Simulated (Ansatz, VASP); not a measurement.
In in VASP and in Ansatz

```
In
1.0
    -1.90182    1.90182    1.90182
     1.90182   -1.90182    1.90182
     1.90182    1.90182   -1.90182
In
1
Direct
  0.00000 0.00000 0.00000
```

Alike in both runs: task relaxation of cell and atoms; functional PBE; k mesh 15 × 15 × 15; occupations fermi-dirac, width 0.08 eV; no spin polarisation.

```csv
,VASP,Ansatz
version,VASP 6.6.1,Ansatz 0.2.0
potentials or method,"VASP PAW PBE potentials, release 64 (In_d)","PAW with Ansatz's default frozen-core files, scalar-relativistic"
plane-wave cutoff (eV),500,420
valence electrons in the cell,13,13
```

Ansatz gave:

```
relaxed volume (Å³/atom)                                     : 27.77
relaxed cell length with the largest relative difference (Å) : 3.304
```

Task: Estimate VASP's values.

Result: Relaxed volume (Å³/atom): 27.74; relaxed cell length with the largest relative difference (Å): 3.303.
